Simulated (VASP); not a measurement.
**Si: relaxation of cell and atoms with LDA**

Si:

```xyz
2
Lattice="0.0000 2.7185 2.7185 2.7185 0.0000 2.7185 2.7185 2.7185 0.0000" Properties=species:S:1:pos:R:3 pbc="T T T"
Si    2.7185    2.7185    2.7185
Si    4.0777    4.0777    4.0777
```

| Property | Result |
| --- | --- |
| Program | VASP 6.6.1 |
| Task | relaxation of cell and atoms |
| Functional | LDA |
| Potentials or basis | VASP PAW LDA potentials, release 64 (Si) |
| Cutoff | 600 eV |
| k mesh | 8 × 8 × 8 |
| Occupations | gaussian, width 0.02 eV |
| Spin | no spin polarisation |
| Dipole correction | no |
| Further INCAR settings | ALGO = Normal; EDIFF = 1e-06; IBRION = 2; EDIFFG = -0.002; NSW = 100; ISIF = 3 |

```
Relaxed volume                         : 19.72 Å³/atom
Relaxed cell                           : a = 3.821 Å, b = 3.821 Å, c = 3.821 Å, α = 60.00°, β = 60.00°, γ = 60.00°
Space group after relaxing (to 0.05 Å) : Fd-3m (No. 227)
Energy gained by relaxing              : 2.1 meV/atom
Ionic steps                            : 3
Pressure after relaxing                : 0.0 GPa
Band gap on the k mesh                 : 0.49 eV, indirect (least direct gap 2.53 eV)
```

The path:
| step | energy change (eV) | largest force (eV/Å) | pressure (GPa) | volume (Å³) |
| --- | --- | --- | --- | --- |
| 1 | 0.0000 | 0.0000 | -1.74 | 40.18 |
| 2 | -0.0021 | 0.0000 | 1.30 | 38.92 |
| 3 | -0.0041 | 0.0000 | 0.00 | 39.44 |

Final structure:
```
Si
1.0
     0.00000    2.70158    2.70158
     2.70158    0.00000    2.70158
     2.70158    2.70158    0.00000
Si
2
Direct
  0.50000 0.50000 0.50000
  0.75000 0.75000 0.75000
```

Levels at points of the mesh, in eV from the valence-band top:
```
           k point  band 2  band 3  band 4  band 5  band 6  band 7
(0.00, 0.00, 0.00)    0.00    0.00    0.00    2.53    2.53    2.53
(0.50, 0.00, 0.00)   -7.06   -1.21   -1.21    1.48    3.28    3.28
(0.50, 0.50, 0.00)   -7.86   -2.89   -2.89    0.57    0.57   10.11
```

It took 27 s on 1 thread of AMD EPYC 7R43 64-Core Processor (Zen 3), with other jobs on the host, peak memory 0.11 GiB.

A k mesh can miss the band edges. Zero-point motion and thermal expansion aren't in these numbers.
